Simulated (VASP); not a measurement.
# ZnO (P6_3mc) in VASP: single point with r2SCAN

Aim: the single point of ZnO with r2SCAN.

All numbers are computed with VASP 6.6.1; they aren't measurements. Logs are shortened: lines on timing, memory, paths and dates and some standing lists are left out, and cuts for length are marked.

## Step 1: The cell of the first run

It takes space group P6_3mc (No. 186, hexagonal). Conventional cell: a = 3.235 Å, b = 3.235 Å, c = 5.211 Å, α = 90.00°, β = 90.00°, γ = 120.00°. Zn (site symmetry 3m) has 4 O at 1.97 to 1.98 Å within 2.6 Å. Within 2.6 Å of O (site symmetry 3m) lie 4 Zn at 1.97 to 1.98 Å.

## Step 2: Single point, r2SCAN

The input, POSCAR:

```
ZnO
1.0
    3.2352036774      0.0000002853      0.0000000000
   -1.6176020858      2.8017684284      0.0000000000
    0.0000000000      0.0000000000      5.2114234687
Zn O
2 2
Direct
    0.0000000000      0.0000000000     -0.0023059814
    0.3333333333      0.6666666667      0.4976940186
    0.0000000000      0.0000000000      0.3773059814
    0.3333333333      0.6666666667      0.8773059814
```

The input, INCAR.step1:

```
  ALGO = Normal
  EDIFF = 1E-4
  ENCUT = 520
  GGA = PE
  ISMEAR = 0
  LASPH = True
  LCHARG = False
  LREAL = False
  LWAVE = True
  NBANDS = 26
  NELM = 80
  PREC = Accurate
  SIGMA = 0.02
```

The input, INCAR.step2:

```
  ALGO = Normal
  EDIFF = 1E-6
  ENCUT = 520
  ISIF = 2
  ISMEAR = 0
  ISTART = 1
  LASPH = True
  LCHARG = False
  LMIXTAU = True
  LREAL = False
  LWAVE = False
  METAGGA = R2SCAN
  NBANDS = 26
  NELM = 80
  PREC = Accurate
  SIGMA = 0.02
```

The input, KPOINTS:

```
k-points
0
Gamma
  12 12 6
```

Potentials or basis: VASP PAW PBE potentials, release 64 (Zn, O).

Started as:

```bash
cat potpaw_PBE.64/Zn/POTCAR potpaw_PBE.64/O/POTCAR > POTCAR
cp INCAR.step1 INCAR
mpirun -np 1 vasp_std > vasp.out
cp INCAR.step2 INCAR
mpirun -np 1 vasp_std > vasp.out
```

OUTCAR:

```text
EDIFF = 1E-6
   ENCUT = 520
   ISIF = 2
   ISMEAR = 0
   ISTART = 1
   LASPH = True
   LREAL = False
   METAGGA = R2SCAN
   NELM = 80
   PREC = Accurate

 ion  position               nearest neighbor table
   1  0.000  0.000  0.998-   4 1.97   4 1.97   4 1.97   3 1.98
   2  0.333  0.667  0.498-   3 1.97   3 1.97   3 1.97   4 1.98
   3  0.000  0.000  0.377-   2 1.97   2 1.97   2 1.97   1 1.98
   4  0.333  0.667  0.877-   1 1.97   1 1.97   1 1.97   2 1.98

  LATTYP: Found a hexagonal cell.
 ALAT       =     3.2352036774
 C/A-ratio  =     1.6108486477

  Lattice vectors:

 A1 = (   3.2352036774,   0.0000002853,   0.0000000000)
 A2 = (  -1.6176020858,   2.8017684284,   0.0000000000)
 A3 = (   0.0000000000,   0.0000000000,   5.2114234687)

Analysis of symmetry for initial positions (statically):
=====================================================================
 Subroutine PRICEL returns:
 Original cell was already a primitive cell.

 Routine SETGRP: Setting up the symmetry group for a
 hexagonal supercell.

 Subroutine GETGRP returns: Found 12 space group operations
 (whereof  6 operations were pure point group operations)
 out of a pool of 24 trial point group operations.

The static configuration has the point symmetry C_3v.
 The point group associated with its full space group is C_6v.

Analysis of symmetry for dynamics (positions and initial velocities):
=====================================================================
 Subroutine PRICEL returns:
 Original cell was already a primitive cell.

 Routine SETGRP: Setting up the symmetry group for a
 hexagonal supercell.

 Subroutine GETGRP returns: Found 12 space group operations
 (whereof  6 operations were pure point group operations)
 out of a pool of 24 trial point group operations.

The dynamic configuration has the point symmetry C_3v.
 The point group associated with its full space group is C_6v.

 Subroutine INISYM returns: Found 12 space group operations
 (whereof  6 operations are pure point group operations),
 and found     1 'primitive' translations

----------------------------------------------------------------------------------------

                                     Primitive cell
[... 84 lines left out ...]
   NGXF,Y,Z  is equivalent  to a cutoff of  24.67, 24.67, 25.52 a.u.
 SYSTEM =  unknown system
   PREC   = accura    normal or accurate (medium, high low for compatibility)
   ISTART =      1    job   : 0-new  1-cont  2-samecut
   ICHARG =      0    charge: 1-file 2-atom 10-const
   ISPIN  =      1    spin polarized calculation?
   LNONCOLLINEAR =      F non collinear calculations
   LSORBIT =      F    spin-orbit coupling
   LASPH  =      T    aspherical Exc in radial PAW
   ENCUT  =  520.0 eV  38.22 Ry    6.18 a.u.   6.02  6.02  9.69*2*pi/ulx,y,z
   NELM   =     80;   NELMIN=  2; NELMDL=  0     # of ELM steps
   EDIFF  = 0.1E-05   stopping-criterion for ELM
   LREAL  =      F    real-space projection
   EDIFFG = 0.1E-04   stopping-criterion for IOM
   NSW    =      0    number of steps for IOM
   IBRION =     -1    ionic relax: 0-MD 1-quasi-New 2-CG
   NFREE  =      0    steps in history (QN), initial steepest desc. (CG)
   ISIF   =      2    stress and relaxation
   ISYM   =      2    0-nonsym 1-usesym 2-fastsym
   POTIM  = 0.5000    time-step for ionic-motion
   TEBEG  =    0.0;   TEEND  =   0.0 temperature during run
   PSTRESS=    0.0 pullay stress
   NELECT =      36.0000    total number of electrons
   NUPDOWN=      -1.0000    fix difference up-down
   EMIN   =  10.00;   EMAX   =-10.00  energy-range for DOS
   EFERMI =   0.00;   METHOD = LEGACY
   ISMEAR =     0;   SIGMA  =   0.02  broadening in eV -4-tet -1-fermi 0-gaus
   EFERMI_NEDOS =   21; number of points for ismear=-14 and -15
   IALGO  =     38    algorithm
   IMIX   =      4    mixing-type and parameters
     AMIX     =   0.40;   BMIX     =  1.00
     AMIX_MAG =   1.60;   BMIX_MAG =  1.00
  volume/ion in A,a.u.               =      11.81        79.69
  Fermi-wavevector in a.u.,A,eV,Ry     =   1.495359  2.825819 30.423983  2.236100
  Thomas-Fermi vector in A             =   2.607514
   LORBIT       =      0    0 simple, 1 ext, 2 COOP (PROOUT), +10 PAW based schemes
   METAGGA = R2SCAN    functional components
   LHFCALC =     F    Hartree Fock is set to
   AEXX    =    0.0000 exact exchange contribution
   IVDW    =     0    specifies the selected vdW correction
   LEPSILON=     F    determine dielectric tensor
   LRPA    =     F    only Hartree local field effects (RPA)
 non-spin polarized calculation
 Gauss-broadening in eV      SIGMA  =   0.02
  energy-cutoff  :      520.00
  volume of cell :       47.24
 maximum number of plane-waves:      1292
   NGX = 13   NGY = 13   NGZ = 19

 number of electron      36.0000032 magnetization

 Free energy of the ion-electron system (eV)
  ---------------------------------------------------
  ext. energy  EPLUGINS =         0.00000000
  ---------------------------------------------------
  free energy    TOTEN  =       -36.31788859 eV

  energy without entropy =      -36.31788859  energy(sigma->0) =      -36.31788859

 E-fermi :   1.0279     XC(G=0): -11.7064

 val. band max:        0.9186638732   @ k =   0.0000   0.0000   0.0000
 cond. band min:       2.1531094226   @ k =   0.0000   0.0000   0.0000
 fundamental gap:      1.2344455494
 Fermi energy:         1.0279449369

 k-point     1 :       0.0000    0.0000    0.0000
  band No.  band energies     occupation
      1     -18.2268      2.00000
      2     -17.5307      2.00000
      3      -4.9395      2.00000
      4      -4.9394      2.00000
      5      -4.8839      2.00000
      6      -4.8361      2.00000
[... 685 lines left out ...]
     25      15.2086      0.00000
     26      15.8848      0.00000

 [... further k-points ...]
[... 5 lines left out ...]
  --------------------------------------------------------------------------------------
  -------------------------------------------------------------------------------------
  Total        0.2973198      0.2973198      0.3250634     -0.0000000     -0.0000000      0.0000000
  in kB       10.0842630     10.0842630     11.0252502     -0.0000000     -0.0000000      0.0000000
  external PRESSURE =      10.3979254 kB  Pullay stress =       0.0000000 kB

 VOLUME and BASIS-vectors are now :
 -----------------------------------------------------------------------------
  energy-cutoff  :      520.00
  volume of cell :       47.24
      direct lattice vectors                 reciprocal lattice vectors
     3.235203677  0.000000285  0.000000000     0.309099534  0.178458736  0.000000000
    -1.617602086  2.801768428  0.000000000    -0.000000031  0.356917416  0.000000000
     0.000000000  0.000000000  5.211423469     0.000000000  0.000000000  0.191886153

 POSITION                                       TOTAL-FORCE (eV/Angst)
 -----------------------------------------------------------------------------------
      0.00000      0.00000      5.19941        -0.000000      0.000000      0.001191
     -0.00000      1.86785      2.59369         0.000000     -0.000000      0.001191
      0.00000      0.00000      1.96630        -0.000000     -0.000000     -0.001191
     -0.00000      1.86785      4.57201        -0.000000     -0.000000     -0.001191
 -----------------------------------------------------------------------------------
    total drift:                                0.000001      0.000002     -0.002066

  FREE ENERGIE OF THE ION-ELECTRON SYSTEM (eV)
  ---------------------------------------------------
  free  energy   TOTEN  =       -36.3178885926 eV

  energy  without entropy=      -36.3178885926  energy(sigma->0) =      -36.31788859
```

OUTCAR.step1:

```text
EDIFF = 1E-4
   ENCUT = 520
   GGA = PE
   ISMEAR = 0
[... 927 lines left out ...]
      0.00000      0.00000      5.19941        -0.000000      0.000000      0.001954
     -0.00000      1.86785      2.59369         0.000000     -0.000000      0.001954
      0.00000      0.00000      1.96630        -0.000000     -0.000000     -0.001954
     -0.00000      1.86785      4.57201        -0.000000      0.000000     -0.001954
 -----------------------------------------------------------------------------------
    total drift:                                0.000001      0.000001     -0.004344

  FREE ENERGIE OF THE ION-ELECTRON SYSTEM (eV)
  ---------------------------------------------------
  free  energy   TOTEN  =       -17.8085251456 eV

  energy  without entropy=      -17.8085251456  energy(sigma->0) =      -17.80852515
```

OSZICAR.step1:

```text
N       E                     dE             d eps       ncg     rms          rms(c)
DAV:   1     0.296164278281E+03    0.29616E+03   -0.18440E+04  4008   0.203E+03
DAV:   2     0.113041843636E+02   -0.28486E+03   -0.26779E+03  4098   0.413E+02
DAV:   3    -0.204167992075E+02   -0.31721E+02   -0.31256E+02  4338   0.139E+02
DAV:   4    -0.210480560119E+02   -0.63126E+00   -0.62961E+00  4414   0.200E+01
DAV:   5    -0.210512191684E+02   -0.31632E-02   -0.31629E-02  4290   0.147E+00    0.149E+01
DAV:   6    -0.176353235286E+02    0.34159E+01   -0.65852E+00  6228   0.613E+01    0.915E+00
DAV:   7    -0.178459399607E+02   -0.21062E+00   -0.29385E+00  4064   0.170E+01    0.546E+00
DAV:   8    -0.178563833065E+02   -0.10443E-01   -0.49393E-01  5860   0.752E+00    0.163E+00
DAV:   9    -0.178057420801E+02    0.50641E-01   -0.10276E-01  5772   0.636E+00    0.293E-01
DAV:  10    -0.178084697841E+02   -0.27277E-02   -0.37268E-02  4002   0.132E+00    0.134E-01
DAV:  11    -0.178085251456E+02   -0.55361E-04   -0.55586E-04  4274   0.220E-01
   1 F= -.17808525E+02 E0= -.17808525E+02  d E =-.808413E-19
```

Wall time 2.8 min (1 thread of Intel Xeon Platinum 8375C at 2.90GHz (Ice Lake), shared host); peak memory 0.22 GiB.

What came out:

| Property | Result |
| --- | --- |
| Free energy | -36.3179 eV |
| Pressure | 1.0 GPa |
| Band gap on the k mesh | 1.23 eV, direct |

Caveat: the PAW data sets were made with another functional, which shifts forces and pressure a little. r2SCAN opens gaps a little over a GGA but as a rule still falls short of measured ones.
